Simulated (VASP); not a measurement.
A run of VASP 6.6.1:

The input INCAR:

```
SYSTEM = Bi
ALGO = Fast ; EDIFF = 1E-6
ENCUT = 520 ; GGA = PS
ISIF = 2 ; ISMEAR = 0
IVDW = 12 ; LASPH = .True.
LCHARG = .False. ; LREAL = .False.
LWAVE = .False. ; NBANDS = 14
NELM = 60 ; PREC = Accurate
SIGMA = 0.15
```

KPOINTS

```
k-points
0
Gamma
  18 18 18
  0 0 0
```

The input POSCAR:

```
Bi
1.0
   -1.8779434764      1.8779434764      2.1806679648
    1.8779434764     -1.8779434764      2.1806679648
    1.8779434764      1.8779434764     -2.1806679648
Bi
1
Direct
    0.0000000000      0.0000000000      0.0000000000
```

Potentials or basis: VASP PAW PBE potentials, release 64 (Bi_d).

Command:

```bash
$ cat potpaw_PBE.64/Bi_d/POTCAR > POTCAR
$ mpirun -np 1 vasp_std > vasp.out
```

Hardware: 1 thread of Intel(R) Xeon(R) Platinum 8488C (Sapphire Rapids) (shared host).

How long does it take, and how much memory?

Run time: 3.6 min on 1 thread of Intel(R) Xeon(R) Platinum 8488C (Sapphire Rapids), with other jobs on the host, peak memory 0.31 GiB. Counts: scf iterations 12, k points 480.
